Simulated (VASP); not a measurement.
LiH3O2:

```xyz
6
Lattice="4.3258 0.0000 0.0000 -2.1629 3.7462 0.0000 0.0000 0.0000 2.7068" Properties=species:S:1:pos:R:3 pbc="T T T"
Li    0.0000    0.0000    0.0000
H     2.1629    0.0000    1.3534
H     1.0814    1.8731    1.3534
H    -1.0814    1.8731    1.3534
O     0.0000    2.4975    0.0000
O     2.1629    1.2487    0.0000
```

```yaml
Program: VASP 6.6.1
Task: relaxation of cell and atoms
Functional: r2SCAN
Potentials_or_basis: VASP PAW PBE potentials, release 64 (Li_sv, H, O)
Cutoff: 600 eV
k_mesh: 6 × 6 × 6
Occupations: gaussian, width 0.1 eV
Spin: no spin polarisation
```

At the start: pressure -19.1 GPa; volume 7.31 Å³/atom.

Question: How do energy, volume and symmetry change on relaxing?

Answer: Over 5 steps the energy falls by 157.8 meV/atom and the volume is 5.64 Å³/atom (-22.8 %); space group P6/mmm (No. 191, to 0.1 Å) before and after.

Step by step:
```csv
step,energy change (eV),largest force (eV/Å),pressure (GPa),volume (Å³)
1,0.0000,0.0000,-19.11,43.87
2,-0.6890,0.0000,-13.04,38.53
3,-0.9399,0.0000,-2.01,34.42
4,-0.9403,0.0000,-1.12,34.18
5,-0.9467,0.0000,-0.24,33.85
```

Final structure:
```
Li H O
1.0
     4.08497    0.00000    0.00000
    -2.04249    3.53769    0.00000
     0.00000    0.00000    2.34214
Li H O
1 3 2
Direct
  0.00000 0.00000 0.00000
  0.50000 0.00000 0.50000
  0.50000 0.50000 0.50000
  0.00000 0.50000 0.50000
  0.33333 0.66667 0.00000
  0.66667 0.33333 0.00000
```

Caveat: the k points lie up to 0.45 Å⁻¹ apart in the final cell; the cutoff is under 1.25 times the usual one of these potentials, so pressure, stress and relaxed cells hold a basis-set (Pulay) error; the volume moved by over 15 % at a fixed basis, so the end points are rough; the PAW data sets were made with another functional, which shifts forces and pressure a little.
